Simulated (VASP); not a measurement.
# Li in VASP: relaxation of the atoms with PBEsol

Aim: the relaxation of the atoms of Li with PBEsol.

Program: VASP 6.6.1. These are calculated values, not measurements. Logs are shortened: lines on timing, memory, paths and dates and some standing lists are left out, and cuts for length are marked.

**1. The cell of the first run**

The cell holds a slab with vacuum, 7 atoms: a = 3.490 Å, b = 3.022 Å, c = 30.807 Å, α = 90.00°, β = 90.00°, γ = 54.74°.

**2. Relaxation of the atoms, PBEsol**

Input file INCAR:

```
ALGO = Normal
DIPOL = 0.5 0.5 0.500
EDIFF = 1E-6
EDIFFG = -0.01
ENCUT = 520
GGA = PS
IBRION = 2
IDIPOL = 3
ISIF = 2
ISMEAR = 1
KPAR = 2
LASPH = T
LCHARG = F
LDIPOL = T
LREAL = F
LWAVE = F
NELM = 100
NSW = 60
PREC = Accurate
SIGMA = 0.1
```

Input file KPOINTS:

```
k-points
0
Gamma
  13 13 1
```

Input file POSCAR:

```
Li
1.0
    3.4900000000      0.0000000000      0.0000000000
    1.7450000000      2.4678026660      0.0000000000
    0.0000000000      0.0000000000     30.8068159980
Li
7
Direct
    0.0000000000      0.0000000000      0.2596827923
    0.5000000000      0.0000000000      0.3397885282
    0.0000000000      0.0000000000      0.4198942641
    0.5000000000      0.0000000000      0.5000000000
    0.0000000000      0.0000000000      0.5801057359
    0.5000000000      0.0000000000      0.6602114718
    0.0000000000      0.0000000000      0.7403172077
```

Potentials or basis: VASP PAW PBE potentials, release 64 (Li_sv).

The run is started by

```sh
> cat potpaw_PBE.64/Li_sv/POTCAR > POTCAR
> mpirun -np 2 vasp_std > vasp.out
```

OUTCAR:

```text
EDIFF = 1E-6
   EDIFFG = -0.01
   ENCUT = 520
   GGA = PS
   IBRION = 2
   ISIF = 2
   ISMEAR = 1
   LASPH = T
   LREAL = F
   NELM = 100
   NSW = 60
   PREC = Accurate

 ion  position               nearest neighbor table
   1  0.000  0.000  0.260-
   2  0.500  0.000  0.340-
   3  0.000  0.000  0.420-
   4  0.500  0.000  0.500-
   5  0.000  0.000  0.580-
   6  0.500  0.000  0.660-
   7  0.000  0.000  0.740-

  LATTYP: Found a base centered orthorhombic cell.
 ALAT       =     3.4900000000
 B/A-ratio  =     1.4142135622
 C/A-ratio  =     8.8271679077

  Lattice vectors:

 A1 = (   1.7450000000,  -2.4678026660,   0.0000000000)
 A2 = (   1.7450000000,   2.4678026660,   0.0000000000)
 A3 = (   0.0000000000,   0.0000000000,  30.8068159980)

Analysis of symmetry for initial positions (statically):
=====================================================================
 Subroutine PRICEL returns:
 Original cell was already a primitive cell.

 Routine SETGRP: Setting up the symmetry group for a
 base centered orthorhombic supercell.

 Subroutine GETGRP returns: Found  8 space group operations
 (whereof  8 operations were pure point group operations)
 out of a pool of  8 trial point group operations.

The static configuration has the point symmetry D_2h.

Analysis of symmetry for dynamics (positions and initial velocities):
=====================================================================
 Subroutine PRICEL returns:
 Original cell was already a primitive cell.

 Routine SETGRP: Setting up the symmetry group for a
 base centered orthorhombic supercell.

 Subroutine GETGRP returns: Found  8 space group operations
 (whereof  8 operations were pure point group operations)
 out of a pool of  8 trial point group operations.

The dynamic configuration has the point symmetry D_2h.

 Subroutine INISYM returns: Found  8 space group operations
 (whereof  8 operations are pure point group operations),
 and found     1 'primitive' translations

----------------------------------------------------------------------------------------

                                     Primitive cell

  volume of cell :     265.3277

  direct lattice vectors                    reciprocal lattice vectors
     3.490000000  0.000000000  0.000000000     0.286532951 -0.202609393  0.000000000
     1.745000000  2.467802666  0.000000000     0.000000000  0.405218786  0.000000000
     0.000000000  0.000000000 30.806815998     0.000000000  0.000000000  0.032460349

  length of vectors
     3.490000000  3.022428659 30.806815998     0.350929763  0.405218786  0.032460349

  position of ions in fractional coordinates (direct lattice)
     0.000000000  0.000000000  0.259682792
     0.500000000  0.000000000  0.339788528
     0.000000000  0.000000000  0.419894264
     0.500000000  0.000000000  0.500000000
     0.000000000  0.000000000  0.580105736
     0.500000000  0.000000000  0.660211472
     0.000000000  0.000000000  0.740317208

  ion indices of the primitive-cell ions
   primitive index   ion index
                 1           1
                 2           2
                 3           3
                 4           4
                 5           5
                 6           6
                 7           7

----------------------------------------------------------------------------------------

 KPOINTS: k-points

Automatic generation of k-mesh.
 Grid dimensions read from file:
 generate k-points for:   13   13    1

 Generating k-lattice:

  Cartesian coordinates                     Fractional coordinates (reciprocal lattice)
[... 43 lines left out ...]
   number of dos      NEDOS =    301   number of ions     NIONS =      7
   total plane-waves  NPLWV = 161280
   dimension x,y,z NGX =    28 NGY =   24 NGZ =  240
   dimension x,y,z NGXF=    56 NGYF=   48 NGZF=  480
   ions per type =               7
   NGX,Y,Z   is equivalent  to a cutoff of  13.34, 13.20, 12.95 a.u.
   NGXF,Y,Z  is equivalent  to a cutoff of  26.68, 26.40, 25.90 a.u.
 SYSTEM =  unknown system
   PREC   = accura    normal or accurate (medium, high low for compatibility)
   ISTART =      0    job   : 0-new  1-cont  2-samecut
   ICHARG =      2    charge: 1-file 2-atom 10-const
   ISPIN  =      1    spin polarized calculation?
   LNONCOLLINEAR =      F non collinear calculations
   LSORBIT =      F    spin-orbit coupling
   LASPH  =      T    aspherical Exc in radial PAW
   ENCUT  =  520.0 eV  38.22 Ry    6.18 a.u.   6.49  5.62 57.28*2*pi/ulx,y,z
   NELM   =    100;   NELMIN=  2; NELMDL= -5     # of ELM steps
   EDIFF  = 0.1E-05   stopping-criterion for ELM
   LREAL  =      F    real-space projection
   EDIFFG = -.1E-01   stopping-criterion for IOM
   NSW    =     60    number of steps for IOM
   IBRION =      2    ionic relax: 0-MD 1-quasi-New 2-CG
   NFREE  =      1    steps in history (QN), initial steepest desc. (CG)
   ISIF   =      2    stress and relaxation
   ISYM   =      2    0-nonsym 1-usesym 2-fastsym
   POTIM  = 0.5000    time-step for ionic-motion
   TEBEG  =    0.0;   TEEND  =   0.0 temperature during run
   PSTRESS=    0.0 pullay stress
   NELECT =      21.0000    total number of electrons
   NUPDOWN=      -1.0000    fix difference up-down
   EMIN   =  10.00;   EMAX   =-10.00  energy-range for DOS
   EFERMI =   0.00;   METHOD = LEGACY
   ISMEAR =     1;   SIGMA  =   0.10  broadening in eV -4-tet -1-fermi 0-gaus
   EFERMI_NEDOS =   21; number of points for ismear=-14 and -15
   IALGO  =     38    algorithm
   IMIX   =      4    mixing-type and parameters
     AMIX     =   0.40;   BMIX     =  1.00
     AMIX_MAG =   1.60;   BMIX_MAG =  1.00
  volume/ion in A,a.u.               =      37.90       255.79
  Fermi-wavevector in a.u.,A,eV,Ry     =   0.702889  1.328269  6.722007  0.494054
  Thomas-Fermi vector in A             =   1.787711
   LORBIT       =      0    0 simple, 1 ext, 2 COOP (PROOUT), +10 PAW based schemes
   GGA     = PS    functional components
   LHFCALC =     F    Hartree Fock is set to
   AEXX    =    0.0000 exact exchange contribution
   IVDW    =     0    specifies the selected vdW correction
   LEPSILON=     F    determine dielectric tensor
   LRPA    =     F    only Hartree local field effects (RPA)
 conjugate gradient relaxation of ions
 non-spin polarized calculation
 Methfessel and Paxton  Order N= 1 SIGMA  =   0.10
  energy-cutoff  :      520.00
  volume of cell :      265.33
 maximum number of plane-waves:      7205
 NGX is ok and might be reduce to    28
   NGX = 13   NGY = 11   NGZ =115

--------------------------------------- Ionic step        1  -------------------------------------------

 number of electron      20.9999968 magnetization

 Free energy of the ion-electron system (eV)
  ---------------------------------------------------
  ext. energy  EPLUGINS =         0.00000000
  ---------------------------------------------------
  free energy    TOTEN  =       -13.20767737 eV

  energy without entropy =      -13.20784429  energy(sigma->0) =      -13.20773301

------------------------ aborting loop because EDIFF is reached ----------------------------------------

  FORCE on cell =-STRESS in cart. coord.  units (eV):
  Direction    XX          YY          ZZ          XY          YZ          ZX
  --------------------------------------------------------------------------------------
  -------------------------------------------------------------------------------------
  Total       -0.6948900     -0.5907197     -0.7573374      0.0000000      0.0000000      0.0000000
  in kB       -4.1960819     -3.5670511     -4.5731694      0.0000000      0.0000000      0.0000000
  external PRESSURE =      -4.1121008 kB  Pullay stress =       0.0000000 kB
[... 104 lines left out ...]
  FREE ENERGIE OF THE ION-ELECTRON SYSTEM (eV)
  ---------------------------------------------------
  free  energy   TOTEN  =       -13.2128750785 eV

  energy  without entropy=      -13.2128348039  energy(sigma->0) =      -13.21286165

[... ionic steps 4 to 10 ...]

--------------------------------------- Ionic step       11  -------------------------------------------

 number of electron      20.9999967 magnetization

------------------------ aborting loop because EDIFF is reached ----------------------------------------
[... 71 lines left out ...]
  FREE ENERGIE OF THE ION-ELECTRON SYSTEM (eV)
  ---------------------------------------------------
  free  energy   TOTEN  =       -13.2224573908 eV

  energy  without entropy=      -13.2230257150  energy(sigma->0) =      -13.22264683

 dipolmoment           0.000000      0.000000      0.000000 electrons x Angstroem

--------------------------------------- Ionic step       13  -------------------------------------------

 number of electron      20.9999967 magnetization

 dipolmoment           0.000000      0.000000     -0.000000 electrons x Angstroem

 Free energy of the ion-electron system (eV)
  ---------------------------------------------------
  ext. energy  EPLUGINS =         0.00000000
  ---------------------------------------------------
  free energy    TOTEN  =       -13.22373099 eV

  energy without entropy =      -13.22445210  energy(sigma->0) =      -13.22397136

 E-fermi :  -1.0075     XC(G=0):  -4.3061

 val. band max:       -1.0227714503   @ k =   0.0000   0.0000   0.0000
 cond. band min:      -1.0014137923   @ k =  -0.0769   0.3077   0.0000
 fundamental gap:      0.0213576580
 Fermi energy:        -1.0074844599

 k-point     1 :       0.0000    0.0000    0.0000
  band No.  band energies     occupation
      1     -47.4084      2.00000
      2     -47.4084      2.00000
      3     -47.0359      2.00000
      4     -47.0346      2.00000
      5     -47.0098      2.00000
      6     -46.9665      2.00000
      7     -46.9665      2.00000
      8      -4.4744      2.00000
      9      -4.2829      2.00000
     10      -3.8861      2.00000
     11      -3.3180      2.00000
     12      -2.5979      2.00000
     13      -1.8062      2.00000
     14      -1.0228      1.25542
[... 377 lines left out ...]
      1     -47.3992      2.00000
      2     -47.3992      2.00000
      3     -47.0251      2.00000
      4     -47.0250      2.00000
      5     -47.0020      2.00000
      6     -46.9576      2.00000
      7     -46.9576      2.00000
      8      -1.5205      2.00000
      9      -1.3784      2.00000
     10      -1.0577      1.74301
     11      -0.6365     -0.00000
     12      -0.2080     -0.00000
     13       0.0370     -0.00000
     14       0.1292     -0.00000

 [... further k-points ...]

------------------------ aborting loop because EDIFF is reached ----------------------------------------

 vacuum level on the upper side and lower side of the slab       (xc-potential included)        -0.015        -0.015

  FORCE on cell =-STRESS in cart. coord.  units (eV):
  Direction    XX          YY          ZZ          XY          YZ          ZX
  --------------------------------------------------------------------------------------
  -------------------------------------------------------------------------------------
  Total       -0.5121304     -0.5480216     -0.3104417      0.0000000      0.0000000      0.0000000
  in kB       -3.0924910     -3.3092194     -1.8745975      0.0000000      0.0000000      0.0000000
  external PRESSURE =      -2.7587693 kB  Pullay stress =       0.0000000 kB
[... 22 lines left out ...]
  FREE ENERGIE OF THE ION-ELECTRON SYSTEM (eV)
  ---------------------------------------------------
  free  energy   TOTEN  =       -13.2237309855 eV

  energy  without entropy=      -13.2244520975  energy(sigma->0) =      -13.22397136

 reached required accuracy - stopping structural energy minimisation

 vacuum level on the upper side and lower side of the slab         2.122         2.122
```

Wall time 19 min (2 MPI ranks of Intel Xeon Platinum 8488C (Sapphire Rapids), shared host); peak memory 0.48 GiB.

What came out:

```yaml
Free_energy: -13.2237 eV
Energy_gained_by_relaxing: 2.3 meV/atom
Ionic_steps: 13
Largest_force_after_relaxing: 0.007 eV/Å
```

Forces on the atoms (eV/Å):
```
Li   0.000  0.000  0.005
Li   0.000  0.000  0.005
Li   0.000  0.000  0.007
Li   0.000  0.000  0.000
Li   0.000  0.000 -0.007
Li   0.000  0.000 -0.005
Li   0.000  0.000 -0.005
```

Step by step:
| step | energy change (eV) | largest force (eV/Å) | pressure (GPa) |
| --- | --- | --- | --- |
| 1 | 0.0000 | 0.0968 | -0.41 |
| 2 | -0.0014 | 0.0919 | -0.41 |
| 3 | -0.0052 | 0.0778 | -0.40 |
| 4 | -0.0100 | 0.0464 | -0.37 |
| 5 | -0.0077 | 0.0931 | -0.30 |
| 6 | -0.0111 | 0.0347 | -0.35 |
| 7 | -0.0119 | 0.0256 | -0.34 |
| 8 | -0.0134 | 0.0159 | -0.33 |
| 9 | -0.0120 | 0.0591 | -0.29 |
| 10 | -0.0136 | 0.0150 | -0.32 |
| 11 | -0.0139 | 0.0138 | -0.31 |
| 12 | -0.0148 | 0.0118 | -0.30 |
| 13 | -0.0161 | 0.0068 | -0.28 |

Final structure:
```cif
data_structure
_symmetry_space_group_name_H-M 'P 1'
_symmetry_Int_Tables_number 1
_cell_length_a 3.4900
_cell_length_b 3.0224
_cell_length_c 30.8068
_cell_angle_alpha 90.000
_cell_angle_beta 90.000
_cell_angle_gamma 54.736
_cell_volume 265.33
loop_
_atom_site_label
_atom_site_type_symbol
_atom_site_fract_x
_atom_site_fract_y
_atom_site_fract_z
_atom_site_occupancy
Li1 Li 0.00000 0.00000 0.26479 1
Li2 Li 0.50000 0.00000 0.34016 1
Li3 Li 0.00000 0.00000 0.41961 1
Li4 Li 0.50000 0.00000 0.50000 1
Li5 Li 0.00000 0.00000 0.58039 1
Li6 Li 0.50000 0.00000 0.65984 1
Li7 Li 0.00000 0.00000 0.73521 1
```

Levels at points of the mesh, in eV from the Fermi level:
| k point | band 7 | band 8 | band 9 | band 10 | band 11 | band 12 | band 13 | band 14 |
| --- | --- | --- | --- | --- | --- | --- | --- | --- |
| (0.00, 0.00, 0.00) | -45.96 | -3.47 | -3.28 | -2.88 | -2.31 | -1.59 | -0.80 | -0.02 |

Caveat: the cutoff is under 1.25 times the usual one of these potentials, so pressure, stress and relaxed cells hold a basis-set (Pulay) error; the highest band is partly filled, so the run has too few bands; the PAW data sets were made with another functional, which shifts forces and pressure a little.
